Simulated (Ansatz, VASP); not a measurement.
Ge in VASP and in Ansatz

```xyz
2
Lattice="0.0000 2.8148 2.8148 2.8148 0.0000 2.8148 2.8148 2.8148 0.0000" Properties=species:S:1:pos:R:3 pbc="T T T"
Ge    2.8148    2.8148    2.8148
Ge    4.2222    4.2222    4.2222
```

Alike in both runs: task single point; functional LDA; k mesh 10 × 10 × 10; occupations gaussian, width 0.03 eV; no spin polarisation.

|  | VASP | Ansatz |
| --- | --- | --- |
| version | VASP 6.6.1 | Ansatz 0.2.0 |
| potentials or method | VASP PAW LDA potentials, release 64 (Ge_d), cutoff 520 eV | plane waves (420 eV) with PAW, scalar-relativistic |
| valence electrons in the cell | 28 | 28 |

```csv
,VASP,Ansatz,Ansatz less VASP
pressure (GPa),-0.1,-0.3,-0.21
```

Ansatz warns that its potentials were made for another functional, while VASP's fit it. LDA's correlation is that of Perdew and Zunger in VASP and of Perdew and Wang (1992) in Ansatz.
